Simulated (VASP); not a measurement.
# Ta2N (P-3m1) in VASP: notebook

The runs below take Ta2N through single point, with PBE, RPBE.

Everything below comes from runs of VASP 6.6.1. Logs are shortened: lines on timing, memory, paths and dates and some standing lists are left out, and cuts for length are marked.

## Step 1: The cell of the first run

The structure is trigonal, space group P-3m1 (No. 164). Conventional cell: a = 3.113 Å, b = 3.113 Å, c = 4.870 Å, α = 90.00°, β = 90.00°, γ = 120.00°. Ta (site symmetry 3m) has 3 N at 2.18 Å within 2.9 Å. Within 2.9 Å of N (site symmetry -3m) lie 6 Ta at 2.18 Å.

## Step 2: Single point, PBE

Contents of INCAR:

```
SYSTEM = Ta2N
PREC = Accurate
ENCUT = 520
EDIFF = 1E-6
ISMEAR = 0
SIGMA = 0.1
LREAL = .False.
LASPH = .True.
NELM = 80
ALGO = Normal
ISIF = 2
LWAVE = .False.
LCHARG = .False.
GGA = PE
NBANDS = 20
```

Contents of KPOINTS:

```
Automatic mesh
0
Gamma
  3 3 1
  0 0 0
```

Contents of POSCAR:

```
Ta2N
1.0
    3.1128615060      0.0000000000      0.0000000000
   -1.5564307530      2.6958171426      0.0000000000
    0.0000000000      0.0000000000      4.8698410000
Ta N
2 1
Direct
    0.6666666667      0.3333333333      0.7452890000
    0.3333333333      0.6666666667      0.2547110000
    0.0000000000      0.0000000000      0.0000000000
```

Potentials or basis: VASP PAW PBE potentials, release 64 (Ta_pv, N).

Started as:

```
> cat potpaw_PBE.64/Ta_pv/POTCAR potpaw_PBE.64/N/POTCAR > POTCAR
> mpirun -np 1 vasp_std > vasp.out
```

OUTCAR:

```text
SYSTEM = Ta2N
   PREC = Accurate
   ENCUT = 520
   EDIFF = 1E-6
   ISMEAR = 0
   LREAL = .False.
   LASPH = .True.
   NELM = 80
   ISIF = 2
   GGA = PE

 ion  position               nearest neighbor table
   1  0.667  0.333  0.745-   3 2.18   3 2.18   3 2.18   2 2.99   2 2.99   2 2.99   2 3.06   2 3.06
                             2 3.06
   2  0.333  0.667  0.255-   3 2.18   3 2.18   3 2.18   1 2.99   1 2.99   1 2.99   1 3.06   1 3.06
                             1 3.06
   3  0.000  0.000  0.000-   1 2.18   2 2.18   2 2.18   1 2.18   1 2.18   2 2.18

  LATTYP: Found a hexagonal cell.
 ALAT       =     3.1128615060
 C/A-ratio  =     1.5644258476

  Lattice vectors:

 A1 = (   3.1128615060,   0.0000000000,   0.0000000000)
 A2 = (  -1.5564307530,   2.6958171426,   0.0000000000)
 A3 = (   0.0000000000,   0.0000000000,   4.8698410000)

Analysis of symmetry for initial positions (statically):
=====================================================================
 Subroutine PRICEL returns:
 Original cell was already a primitive cell.

 Routine SETGRP: Setting up the symmetry group for a
 hexagonal supercell.

 Subroutine GETGRP returns: Found 12 space group operations
 (whereof 12 operations were pure point group operations)
 out of a pool of 24 trial point group operations.

The static configuration has the point symmetry D_3d.

Analysis of symmetry for dynamics (positions and initial velocities):
=====================================================================
 Subroutine PRICEL returns:
 Original cell was already a primitive cell.

 Routine SETGRP: Setting up the symmetry group for a
 hexagonal supercell.

 Subroutine GETGRP returns: Found 12 space group operations
 (whereof 12 operations were pure point group operations)
 out of a pool of 24 trial point group operations.

The dynamic configuration has the point symmetry D_3d.

 Subroutine INISYM returns: Found 12 space group operations
 (whereof 12 operations are pure point group operations),
 and found     1 'primitive' translations

----------------------------------------------------------------------------------------

                                     Primitive cell

  volume of cell :      40.8663

  direct lattice vectors                    reciprocal lattice vectors
     3.112861506  0.000000000  0.000000000     0.321247829  0.185472520  0.000000000
    -1.556430753  2.695817143  0.000000000     0.000000000  0.370945041  0.000000000
     0.000000000  0.000000000  4.869841000     0.000000000  0.000000000  0.205345513

  length of vectors
     3.112861506  3.112861506  4.869841000     0.370945041  0.370945041  0.205345513

  position of ions in fractional coordinates (direct lattice)
     0.666666667  0.333333333  0.745289000
     0.333333333  0.666666667  0.254711000
     0.000000000  0.000000000  0.000000000

  ion indices of the primitive-cell ions
   primitive index   ion index
                 1           1
                 2           2
                 3           3

----------------------------------------------------------------------------------------

 KPOINTS: Automatic mesh

Automatic generation of k-mesh.
 Grid dimensions read from file:
 generate k-points for:    3    3    1

 Generating k-lattice:

  Cartesian coordinates                     Fractional coordinates (reciprocal lattice)
     0.107082610  0.061824173  0.000000000     0.333333333  0.000000000  0.000000000
     0.000000000  0.123648347  0.000000000     0.000000000  0.333333333  0.000000000
     0.000000000  0.000000000  0.205345513     0.000000000  0.000000000  1.000000000

  Length of vectors
     0.123648347  0.123648347  0.205345513

  Shift w.r.t. Gamma in fractional coordinates (k-lattice)
     0.000000000  0.000000000  0.000000000

 Subroutine IBZKPT returns following result:
 ===========================================

 Found      3 irreducible k-points:

 Following reciprocal coordinates:
            Coordinates               Weight
  0.000000  0.000000  0.000000      1.000000
  0.333333 -0.000000  0.000000      6.000000
  0.333333  0.333333  0.000000      2.000000
   k-points           NKPTS =      3   k-points in BZ     NKDIM =      3   number of bands    NBANDS=     20
   number of dos      NEDOS =    301   number of ions     NIONS =      3
   total plane-waves  NPLWV =  20736
   dimension x,y,z NGX =    24 NGY =   24 NGZ =   36
   dimension x,y,z NGXF=    48 NGYF=   48 NGZF=   72
   ions per type =               2   1
   NGX,Y,Z   is equivalent  to a cutoff of  12.82, 12.82, 12.29 a.u.
   NGXF,Y,Z  is equivalent  to a cutoff of  25.63, 25.63, 24.58 a.u.
 SYSTEM =  Ta2N
   PREC   = accura    normal or accurate (medium, high low for compatibility)
   ISTART =      0    job   : 0-new  1-cont  2-samecut
   ICHARG =      2    charge: 1-file 2-atom 10-const
   ISPIN  =      1    spin polarized calculation?
   LNONCOLLINEAR =      F non collinear calculations
   LSORBIT =      F    spin-orbit coupling
   LASPH  =      T    aspherical Exc in radial PAW
   ENCUT  =  520.0 eV  38.22 Ry    6.18 a.u.   5.79  5.79  9.05*2*pi/ulx,y,z
   NELM   =     80;   NELMIN=  2; NELMDL= -5     # of ELM steps
   EDIFF  = 0.1E-05   stopping-criterion for ELM
   LREAL  =      F    real-space projection
   EDIFFG = 0.1E-04   stopping-criterion for IOM
   NSW    =      0    number of steps for IOM
   IBRION =     -1    ionic relax: 0-MD 1-quasi-New 2-CG
   NFREE  =      0    steps in history (QN), initial steepest desc. (CG)
   ISIF   =      2    stress and relaxation
   ISYM   =      2    0-nonsym 1-usesym 2-fastsym
   POTIM  = 0.5000    time-step for ionic-motion
   TEBEG  =    0.0;   TEEND  =   0.0 temperature during run
   PSTRESS=    0.0 pullay stress
   NELECT =      27.0000    total number of electrons
   NUPDOWN=      -1.0000    fix difference up-down
   EMIN   =  10.00;   EMAX   =-10.00  energy-range for DOS
   EFERMI =   0.00;   METHOD = LEGACY
   ISMEAR =     0;   SIGMA  =   0.10  broadening in eV -4-tet -1-fermi 0-gaus
   EFERMI_NEDOS =   21; number of points for ismear=-14 and -15
   IALGO  =     38    algorithm
   IMIX   =      4    mixing-type and parameters
     AMIX     =   0.40;   BMIX     =  1.00
     AMIX_MAG =   1.60;   BMIX_MAG =  1.00
  volume/ion in A,a.u.               =      13.62        91.93
  Fermi-wavevector in a.u.,A,eV,Ry     =   1.425852  2.694469 27.661374  2.033054
  Thomas-Fermi vector in A             =   2.546192
   LORBIT       =      0    0 simple, 1 ext, 2 COOP (PROOUT), +10 PAW based schemes
   GGA     = PE    functional components
   LHFCALC =     F    Hartree Fock is set to
   AEXX    =    0.0000 exact exchange contribution
   IVDW    =     0    specifies the selected vdW correction
   LEPSILON=     F    determine dielectric tensor
   LRPA    =     F    only Hartree local field effects (RPA)
 non-spin polarized calculation
 Gauss-broadening in eV      SIGMA  =   0.10
  energy-cutoff  :      520.00
  volume of cell :       40.87
 maximum number of plane-waves:      1102
 NGX is ok and might be reduce to    24
   NGX = 11   NGY = 11   NGZ = 19

 number of electron      26.9999997 magnetization

 Free energy of the ion-electron system (eV)
  ---------------------------------------------------
  ext. energy  EPLUGINS =         0.00000000
  ---------------------------------------------------
  free energy    TOTEN  =       -34.36540095 eV

  energy without entropy =      -34.35094326  energy(sigma->0) =      -34.35817210

 E-fermi :   8.1186     XC(G=0): -12.8366

 val. band max:        7.8368551066   @ k =   0.0000   0.0000   0.0000
 cond. band min:       8.2164172334   @ k =   0.3333  -0.0000   0.0000
 fundamental gap:      0.3795621267
 Fermi energy:         8.1186275660

 k-point     1 :       0.0000    0.0000    0.0000
  band No.  band energies     occupation
      1     -28.1471      2.00000
      2     -27.4979      2.00000
      3     -27.4979      2.00000
      4     -27.3722      2.00000
      5     -27.3722      2.00000
      6     -27.1915      2.00000
      7      -9.7839      2.00000
      8      -0.8337      2.00000
      9       1.5781      2.00000
     10       1.5781      2.00000
     11       2.4744      2.00000
     12       6.8609      2.00000
     13       7.2251      2.00000
     14       7.2251      2.00000
     15       7.7856      2.00000
     16       7.7856      2.00000
     17       7.8369      1.99993
     18       8.6317      0.00000
     19       8.6317      0.00000
     20      12.4196      0.00000

 k-point     2 :       0.3333   -0.0000    0.0000
  band No.  band energies     occupation
      1     -27.9688      2.00000
      2     -27.8640      2.00000
      3     -27.7907      2.00000
      4     -27.6456      2.00000
      5     -27.4245      2.00000
      6     -27.3251      2.00000
      7      -9.0778      2.00000
      8      -0.6934      2.00000
      9       0.8294      2.00000
     10       1.4041      2.00000
     11       3.3786      2.00000
     12       4.6903      2.00000
     13       5.6872      2.00000
     14       8.2164      0.16668
     15       9.1334      0.00000
     16       9.8650      0.00000
     17       9.9149      0.00000
     18      11.3808      0.00000
     19      11.6353      0.00000
     20      12.8616      0.00000

 k-point     3 :       0.3333    0.3333    0.0000
  band No.  band energies     occupation
      1     -28.0342      2.00000
      2     -27.8185      2.00000
      3     -27.8185      2.00000
      4     -27.6881      2.00000
      5     -27.5615      2.00000
      6     -27.5615      2.00000
      7      -8.8627      2.00000
      8       0.2794      2.00000
      9       0.2794      2.00000
     10       1.4274      2.00000
     11       4.1070      2.00000
     12       4.7319      2.00000
     13       4.7319      2.00000
     14       8.7655      0.00000
     15       8.7655      0.00000
     16      10.4216      0.00000
     17      10.9191      0.00000
     18      10.9191      0.00000
     19      11.2143      0.00000
     20      14.6173      0.00000

------------------------ aborting loop because EDIFF is reached ----------------------------------------

  FORCE on cell =-STRESS in cart. coord.  units (eV):
  Direction    XX          YY          ZZ          XY          YZ          ZX
  --------------------------------------------------------------------------------------
  -------------------------------------------------------------------------------------
  Total        3.3253577      3.3253577     -6.1590935      0.0000000     -0.0000000     -0.0000000
  in kB      130.3718822    130.3718822   -241.4695485      0.0000000     -0.0000000     -0.0000000
  external PRESSURE =       6.4247386 kB  Pullay stress =       0.0000000 kB

 VOLUME and BASIS-vectors are now :
 -----------------------------------------------------------------------------
  energy-cutoff  :      520.00
  volume of cell :       40.87
      direct lattice vectors                 reciprocal lattice vectors
     3.112861506  0.000000000  0.000000000     0.321247829  0.185472520  0.000000000
    -1.556430753  2.695817143  0.000000000     0.000000000  0.370945041  0.000000000
     0.000000000  0.000000000  4.869841000     0.000000000  0.000000000  0.205345513

 POSITION                                       TOTAL-FORCE (eV/Angst)
 -----------------------------------------------------------------------------------
      1.55643      0.89861      3.62944        -0.000000      0.000000      0.940073
     -0.00000      1.79721      1.24040         0.000000     -0.000000     -0.940073
      0.00000      0.00000      0.00000        -0.000000      0.000000      0.000000
 -----------------------------------------------------------------------------------
    total drift:                               -0.000000      0.000000      0.000000

  FREE ENERGIE OF THE ION-ELECTRON SYSTEM (eV)
  ---------------------------------------------------
  free  energy   TOTEN  =       -34.3654009450 eV

  energy  without entropy=      -34.3509432623  energy(sigma->0) =      -34.35817210
```

Run time: 4 s. Hardware: 1 thread of Intel Xeon Platinum 8488C (Sapphire Rapids), shared host; peak memory 0.14 GiB.

Results:

| Quantity | Value |
| --- | --- |
| Free energy | -34.3654 eV |
| Pressure | 0.6 GPa |
| Largest force | 0.940 eV/Å |

Forces in eV/Å, atoms in the order of the input:
```
Ta   0.000  0.000  0.940
Ta   0.000  0.000 -0.940
N    0.000  0.000  0.000
```

Stress tensor (GPa, compression positive):
```
 13.04   0.00   0.00
  0.00  13.04   0.00
  0.00   0.00 -24.15
```

Levels at points of the mesh, in eV from the Fermi level:
```
           k point  band 10  band 11  band 12  band 13  band 14  band 15  band 16  band 17
(0.00, 0.00, 0.00)    -6.54    -5.64    -1.26    -0.89    -0.89    -0.33    -0.33    -0.28
```

Caveat: the k points lie up to 1.29 Å⁻¹ apart; spin-orbit coupling is left out, which moves the levels of the heavy elements.

## Step 3: Single point, RPBE

Contents of INCAR:

```
SYSTEM = Ta2N
PREC = Accurate
ENCUT = 520
EDIFF = 1E-6
ISMEAR = 1
SIGMA = 0.011
LREAL = .FALSE.
LASPH = .TRUE.
NELM = 100
ALGO = Normal
ISIF = 2
LWAVE = .FALSE.
LCHARG = .FALSE.
GGA = RP
NBANDS = 20
```

Contents of KPOINTS:

```
regular mesh
0
G
  3 3 2
  0 0 0
```

POSCAR is that of step 2.

Potentials or basis: VASP PAW PBE potentials, release 64 (Ta_pv, N).

Started as:

```
> cat potpaw_PBE.64/Ta_pv/POTCAR potpaw_PBE.64/N/POTCAR > POTCAR
> mpirun -np 1 vasp_std > vasp.out
```

It took 5 s on 1 thread of Intel Xeon Platinum 8488C (Sapphire Rapids), shared host; peak memory 0.15 GiB.

The run converged. Its results:

* Free energy: -32.3649 eV
* Pressure: 6.2 GPa
* Largest force: 1.885 eV/Å

Forces in eV/Å, atoms in the order of the input:
```
Ta   0.000  0.000 -1.885
Ta   0.000  0.000  1.885
N    0.000  0.000  0.000
```

Stress tensor (GPa, compression positive):
```
-0.91  0.00  0.00
 0.00 -0.91  0.00
 0.00  0.00 20.37
```

Levels at points of the mesh, in eV from the Fermi level:
```tsv
k point	band 9	band 10	band 11	band 12	band 13	band 14	band 15	band 16	band 17	band 18
(0.00, 0.00, 0.00)	-6.26	-6.26	-5.24	-0.93	-0.48	-0.48	0.00	0.00	0.05	0.91
(0.00, 0.00, 0.50)	-6.43	-6.43	-3.12	-2.91	-1.36	-1.36	1.54	1.61	2.00	2.00
```

Caveat: the k points lie up to 0.78 Å⁻¹ apart; the PAW data sets were made with another functional, which shifts forces and pressure a little; spin-orbit coupling is left out, which moves the levels of the heavy elements.

## Step 4: Single point, PBE

Contents of INCAR:

```
PREC = Accurate ; ENCUT = 520
EDIFF = 1E-6 ; ISMEAR = 0
SIGMA = 0.1 ; LREAL = F
LASPH = T ; NELM = 100
ALGO = Normal ; ISIF = 2
LWAVE = F ; LCHARG = F
GGA = PE ; NBANDS = 20
```

Contents of KPOINTS:

```
Automatic mesh
0
Gamma
  6 6 2
```

POSCAR is that of step 3.

Started as:

```
> cat potpaw_PBE.64/Ta_pv/POTCAR potpaw_PBE.64/N/POTCAR > POTCAR
> mpirun -np 1 vasp_std > vasp.out
```

Wall time 7.5 s (1 thread of Intel Xeon Platinum 8488C (Sapphire Rapids), shared host); peak memory 0.15 GiB.

The run converged. Its results:

- Free energy: -34.4300 eV
- Pressure: -1.0 GPa
- Largest force: 0.251 eV/Å

Forces on the atoms (eV/Å):
```
Ta   0.000  0.000 -0.251
Ta   0.000  0.000  0.251
N    0.000  0.000  0.000
```

Stress tensor (GPa, compression positive):
```
-0.86  0.00  0.00
 0.00 -0.86  0.00
 0.00  0.00 -1.21
```

Levels at points of the mesh, in eV from the Fermi level:
| k point | band 10 | band 11 | band 12 | band 13 | band 14 | band 15 | band 16 | band 17 |
| --- | --- | --- | --- | --- | --- | --- | --- | --- |
| (0.00, 0.00, 0.00) | -6.11 | -5.03 | -0.73 | -0.30 | -0.30 | 0.19 | 0.19 | 0.20 |
| (0.50, 0.00, 0.00) | -6.43 | -4.60 | -2.69 | -1.45 | 1.69 | 1.80 | 3.61 | 3.90 |
| (0.00, 0.00, 0.50) | -6.29 | -2.93 | -2.72 | -1.18 | -1.18 | 1.69 | 1.81 | 2.20 |
| (0.50, 0.00, 0.50) | -6.17 | -3.34 | -2.23 | -2.19 | -0.34 | 0.64 | 3.20 | 3.43 |

Caveat: the k points lie up to 0.65 Å⁻¹ apart; spin-orbit coupling is left out, which moves the levels of the heavy elements.

## Step 5: Overview

```tsv
level	k mesh	smearing	gap on the mesh (eV)	pressure (GPa)	largest force (eV/Å)
PBE	3 × 3 × 1	gaussian 0.1 eV	none	0.6	0.94
RPBE	3 × 3 × 2	methfessel-paxton 0.011 eV	none	6.2	1.89
PBE	6 × 6 × 2	gaussian 0.1 eV	none	-1.0	0.25
```

Alike in all rows: task single point; potentials or basis VASP PAW PBE potentials, release 64 (Ta_pv, N); no spin polarisation; cell as given; cutoff (eV) 520.

Caveats: all runs use coarse meshes; spin-orbit coupling is left out, which moves the levels of the heavy elements; the PAW data sets were made with another functional, which shifts forces and pressure a little (some runs).

Total energies depend on the potentials used, so only differences within one code and one set of settings carry meaning.
